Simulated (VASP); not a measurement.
Crystal: InP.

```xyz
2
Lattice="4.1444 0.0000 0.0000 2.0722 3.5891 0.0000 2.0722 1.1964 3.3839" Properties=species:S:1:pos:R:3 pbc="T T T"
In    0.0000    0.0000    0.0000
P     2.0722    1.1964    0.8460
```

Base run:

```yaml
Program: VASP 6.6.1
Functional: BLYP
Potentials_or_basis: VASP PAW PBE potentials, release 64 (In_d, P)
Cutoff: 520 eV
k_mesh: 6 × 6 × 6
Occupations: gaussian, width 0.01 eV
Spin: no spin polarisation
```

Its results: band gap on the k mesh 0.62 eV, direct; pressure 6.8 GPa.

**Question.** The run is repeated on the same cell with these changes: functional from BLYP to PBE. What comes out?

**Answer.** Band gap on the k mesh 0.71 eV, direct; pressure 3.3 GPa.

PBE binds more tightly than BLYP, so the same cell stands under less pressure.

Caveats: spin-orbit coupling is left out, which moves the levels of the heavy elements; the PAW data sets were made with another functional, which shifts forces and pressure a little (some runs).

